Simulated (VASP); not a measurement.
# V (Im-3m) in VASP: a series of runs, part 2 of 2

VASP 6.6.1.

### Step 4. Single point, PBEsol, collinear spin, ferromagnetic start

This run uses another cell than the first one, of 12.34 Å³/atom, 1.080 times its volume.

Input file INCAR:

```
SYSTEM = V
PREC     = Accurate       ! precision mode
ENCUT    = 520            ! plane-wave cutoff, eV
EDIFF    = 1E-7           ! SCF threshold, eV
ISMEAR   = -1             ! smearing method
SIGMA    = 0.05           ! smearing width, eV
LREAL    = .FALSE.        ! projectors in reciprocal space
LASPH    = .TRUE.         ! aspherical terms in the spheres
NELM     = 150            ! most SCF steps
ALGO     = Normal         ! electronic algorithm
ISIF     = 2              ! what is computed and relaxed
LWAVE    = .FALSE.        ! write WAVECAR
LCHARG   = .TRUE.         ! write CHGCAR
ISPIN    = 2              ! spin polarisation
MAGMOM   = 2              ! initial moments
LORBIT   = 11             ! projections on sites
LMAXMIX  = 4              ! l up to which the mixer works
GGA      = PS             ! functional
LELF     = .TRUE.         ! ELF
LVHAR    = .TRUE.       
NBANDS   = 16             ! bands
```

Input file KPOINTS:

```
Automatic mesh
0
G
  12 12 12
  0 0 0
```

Input file POSCAR:

```
V
1.0
   -1.4555691981      1.4555691981      1.4555691981
    1.4555691981     -1.4555691981      1.4555691981
    1.4555691981      1.4555691981     -1.4555691981
V
1
Direct
    0.0000000000      0.0000000000      0.0000000000
```

Potentials or basis: VASP PAW PBE potentials, release 64 (V_sv).

Command:

```console
$ cat potpaw_PBE.64/V_sv/POTCAR > POTCAR
$ mpirun -np 1 vasp_std > vasp.out
```

OUTCAR:

```text
SYSTEM = V
   PREC = Accurate
   ENCUT = 520
   EDIFF = 1E-7
   ISMEAR = -1
   LREAL = .FALSE.
   LASPH = .TRUE.
   NELM = 150
   ISIF = 2
   ISPIN = 2
   LORBIT = 11
   GGA = PS

 ion  position               nearest neighbor table
   1  0.000  0.000  0.000-

  LATTYP: Found a body centered cubic cell.
 ALAT       =     2.9111383962

  Lattice vectors:

 A1 = (  -1.4555691981,   1.4555691981,   1.4555691981)
 A2 = (   1.4555691981,  -1.4555691981,   1.4555691981)
 A3 = (   1.4555691981,   1.4555691981,  -1.4555691981)

Analysis of symmetry for initial positions (statically):
=====================================================================
 Subroutine PRICEL returns:
 Original cell was already a primitive cell.

 Routine SETGRP: Setting up the symmetry group for a
 body centered cubic supercell.

 Subroutine GETGRP returns: Found 48 space group operations
 (whereof 48 operations were pure point group operations)
 out of a pool of 48 trial point group operations.

The static configuration has the point symmetry O_h .

Analysis of symmetry for dynamics (positions and initial velocities):
=====================================================================
 Subroutine PRICEL returns:
 Original cell was already a primitive cell.

 Routine SETGRP: Setting up the symmetry group for a
 body centered cubic supercell.

 Subroutine GETGRP returns: Found 48 space group operations
 (whereof 48 operations were pure point group operations)
 out of a pool of 48 trial point group operations.

The dynamic configuration has the point symmetry O_h .

Analysis of structural, dynamic, and magnetic symmetry:
=====================================================================
 Subroutine PRICEL returns:
 Original cell was already a primitive cell.

 Routine SETGRP: Setting up the symmetry group for a
 body centered cubic supercell.

 Subroutine GETGRP returns: Found 48 space group operations
 (whereof 48 operations were pure point group operations)
 out of a pool of 48 trial point group operations.

The overall configuration has the point symmetry O_h .

 Subroutine INISYM returns: Found 48 space group operations
[... 124 lines left out ...]
   LEPSILON=     F    determine dielectric tensor
   LRPA    =     F    only Hartree local field effects (RPA)
 spin polarized calculation
  energy-cutoff  :      520.00
  volume of cell :       12.34
 maximum number of plane-waves:       370
   NGX =  9   NGY =  9   NGZ =  9

 number of electron      13.0000008 magnetization       0.0015089

 Free energy of the ion-electron system (eV)
  ---------------------------------------------------
  ext. energy  EPLUGINS =         0.00000000
  ---------------------------------------------------
  free energy    TOTEN  =        -9.61736021 eV

  energy without entropy =       -9.60116791  energy(sigma->0) =       -9.60926406

 E-fermi :  10.7023     XC(G=0): -13.5464

 val. band max:       10.7019897338   @ k =  -0.3333   0.3333   0.1667
 cond. band min:      10.7031930487   @ k =  -0.3333   0.3333   0.1667
 fundamental gap:      0.0012033150
 Fermi energy:        10.7023169910

 spin component 1

 k-point     1 :       0.0000    0.0000    0.0000
  band No.  band energies     occupation
      1     -52.6661      1.00000
      2     -25.9015      1.00000
      3     -25.9015      1.00000
      4     -25.9015      1.00000
      5       3.9263      1.00000
      6      11.1349      0.00017
[... 435 lines left out ...]
      5       7.7084      1.00000
      6       9.3008      1.00000
[... 8 lines left out ...]
     15      41.6329      0.00000
     16      42.0234      0.00000

 [... further k-points ...]

 spin component 2

 k-point     1 :       0.0000    0.0000    0.0000
  band No.  band energies     occupation
      1     -52.6651      1.00000
      2     -25.9004      1.00000
      3     -25.9004      1.00000
      4     -25.9004      1.00000
      5       3.9274      1.00000
      6      11.1362      0.00017
[... 435 lines left out ...]
      5       7.7095      1.00000
      6       9.3020      1.00000
[... 8 lines left out ...]
     15      41.6340      0.00000
     16      42.0245      0.00000

 [... further k-points ...]
[... 5 lines left out ...]
  --------------------------------------------------------------------------------------
  -------------------------------------------------------------------------------------
  Total        0.7878360      0.7878360      0.7878360      0.0000000      0.0000000      0.0000000
  in kB      102.3264328    102.3264328    102.3264328      0.0000000      0.0000000      0.0000000
  external PRESSURE =     102.3264328 kB  Pullay stress =       0.0000000 kB

 VOLUME and BASIS-vectors are now :
 -----------------------------------------------------------------------------
  energy-cutoff  :      520.00
  volume of cell :       12.34
      direct lattice vectors                 reciprocal lattice vectors
    -1.455569198  1.455569198  1.455569198     0.000000000  0.343508231  0.343508231
     1.455569198 -1.455569198  1.455569198     0.343508231  0.000000000  0.343508231
     1.455569198  1.455569198 -1.455569198     0.343508231  0.343508231  0.000000000

 POSITION                                       TOTAL-FORCE (eV/Angst)
 -----------------------------------------------------------------------------------
      0.00000      0.00000      0.00000        -0.000000     -0.000000      0.000000
 -----------------------------------------------------------------------------------
    total drift:                                0.000000     -0.000000      0.000000

  FREE ENERGIE OF THE ION-ELECTRON SYSTEM (eV)
  ---------------------------------------------------
  free  energy   TOTEN  =        -9.6173602096 eV

  energy  without entropy=       -9.6011679147  energy(sigma->0) =       -9.60926406

 total charge

# of ion       s       p       d       tot
------------------------------------------
    1        2.370   6.248   3.209  11.827

 magnetization (x)

# of ion       s       p       d       tot
------------------------------------------
    1        0.000   0.000   0.001   0.001
```

stdout:

```text
POSCAR found type information on POSCAR V
 POSCAR found :  1 types and       1 ions
 scaLAPACK will be used
 -----------------------------------------------------------------------------
|                                                                             |
|                                                                             |
|     You enforced a specific xc type in the INCAR file but a different       |
|     I HOPE YOU KNOW WHAT YOU ARE DOING!                                     |
|                                                                             |
 -----------------------------------------------------------------------------

 LDA part: xc-table for (Slater+PW92), standard interpolation
 POSCAR, INCAR and KPOINTS ok, starting setup
 FFT: planning ... GRIDC
 FFT: planning ... GRID_SOFT
 FFT: planning ... GRID
 WAVECAR not read
 entering main loop
```

It took 52 s on 1 thread of Intel Xeon 8259CL, shared host; peak memory 0.15 GiB.

Results:

| Property | Result |
| --- | --- |
| Free energy | -9.6174 eV |
| Pressure | 10.2 GPa |
| Net moment | 0.00 μB per cell |
| Valence electrons inside the program's atomic spheres | V 11.83 |

Levels at points of the mesh, in eV from the Fermi level:
Spin up:
| k point | band 3 | band 4 | band 5 | band 6 | band 7 | band 8 | band 9 | band 10 |
| --- | --- | --- | --- | --- | --- | --- | --- | --- |
| (0.00, 0.00, 0.00) | -36.60 | -36.60 | -6.78 | 0.43 | 0.43 | 0.43 | 2.67 | 2.67 |
| (0.50, 0.00, 0.00) | -36.97 | -36.62 | -3.50 | -1.31 | 1.99 | 2.70 | 3.10 | 4.65 |
| (0.50, 0.50, 0.50) | -37.41 | -37.41 | -3.44 | -3.44 | 4.20 | 4.20 | 4.20 | 11.04 |
Spin down:
```
           k point  band 3  band 4  band 5  band 6  band 7  band 8  band 9  band 10
(0.00, 0.00, 0.00)  -36.60  -36.60   -6.77    0.43    0.43    0.43    2.67     2.67
(0.50, 0.00, 0.00)  -36.97  -36.61   -3.50   -1.31    1.99    2.70    3.10     4.65
(0.50, 0.50, 0.50)  -37.41  -37.41   -3.44   -3.44    4.20    4.20    4.20    11.04
```

Caveat: the PAW data sets were made with another functional, which shifts forces and pressure a little.

### Step 5. Single point, PBEsol, collinear spin, ferromagnetic start

This run uses another cell than the first one, of 12.62 Å³/atom, 1.105 times its volume.

Input file INCAR:

```
ALGO     = Fast           # electronic algorithm
EDIFF    = 1E-6           # SCF threshold, eV
ENCUT    = 520            # plane-wave cutoff, eV
GGA      = PS             # functional
ISIF     = 2              # what is computed and relaxed
ISMEAR   = -1             # smearing method
ISPIN    = 2              # spin polarisation
LASPH    = T              # aspherical terms in the spheres
LCHARG   = F              # write CHGCAR
LMAXMIX  = 4              # l up to which the mixer works
LORBIT   = 11             # projections on sites
LREAL    = F              # projectors in reciprocal space
LWAVE    = F              # write WAVECAR
MAGMOM   = 2              # initial moments
NBANDS   = 16             # bands
NELM     = 150            # most SCF steps
PREC     = Accurate       # precision mode
SIGMA    = 0.05           # smearing width, eV
```

Input file KPOINTS:

```
k-points
0
Gamma
  12 12 12
```

Input file POSCAR:

```
V
1.0
   -1.4667411029      1.4667411029      1.4667411029
    1.4667411029     -1.4667411029      1.4667411029
    1.4667411029      1.4667411029     -1.4667411029
V
1
Direct
    0.0000000000      0.0000000000      0.0000000000
```

Command:

```console
$ cat potpaw_PBE.64/V_sv/POTCAR > POTCAR
$ mpirun -np 1 vasp_std > vasp.out
```

It took 55 s on 1 thread of Intel Xeon 8259CL, shared host; peak memory 0.15 GiB.

It converged, with:

```
Free energy                                           : -9.6312 eV
Pressure                                              : 5.2 GPa
Net moment                                            : 0.01 μB per cell
Valence electrons inside the program's atomic spheres : V 11.78
```

Levels at points of the mesh, in eV from the Fermi level:
Spin up:
| k point | band 4 | band 5 | band 6 | band 7 | band 8 | band 9 |
| --- | --- | --- | --- | --- | --- | --- |
| (0.00, 0.00, 0.00) | -36.67 | -6.73 | 0.43 | 0.43 | 0.43 | 2.61 |
| (0.50, 0.00, 0.00) | -36.68 | -3.41 | -1.26 | 1.90 | 2.63 | 3.02 |
| (0.50, 0.50, 0.50) | -37.43 | -3.32 | -3.32 | 4.08 | 4.08 | 4.08 |
Spin down:
```
           k point  band 3  band 4  band 5  band 6  band 7  band 8  band 9  band 10
(0.00, 0.00, 0.00)  -36.67  -36.67   -6.73    0.44    0.44    0.44    2.61     2.61
(0.50, 0.00, 0.00)  -37.01  -36.68   -3.41   -1.26    1.90    2.64    3.02     4.52
(0.50, 0.50, 0.50)  -37.42  -37.42   -3.31   -3.31    4.09    4.09    4.09    10.81
```

Caveat: the PAW data sets were made with another functional, which shifts forces and pressure a little.

### Step 6. The runs side by side

| cell | gap on the mesh (eV) | pressure (GPa) | moment (μB) |
| --- | --- | --- | --- |
| a = 2.457 Å, angles 109.5°, 1 atom | none | 30.5 | 0.00 |
| a = 2.487 Å, angles 109.5°, 1 atom | none | 20.4 | 0.00 |
| a = 2.521 Å, angles 109.5°, 1 atom | none | 10.2 | 0.00 |
| a = 2.540 Å, angles 109.5°, 1 atom | none | 5.2 | 0.01 |

Alike in all rows: task single point; level PBEsol; potentials or basis VASP PAW PBE potentials, release 64 (V_sv); spin collinear, ferromagnetic start; k mesh 12 × 12 × 12; cutoff (eV) 520; smearing fermi-dirac 0.05 eV.

Caveats: the PAW data sets were made with another functional, which shifts forces and pressure a little.

Absolute energies hang on the potentials; compare differences alone.
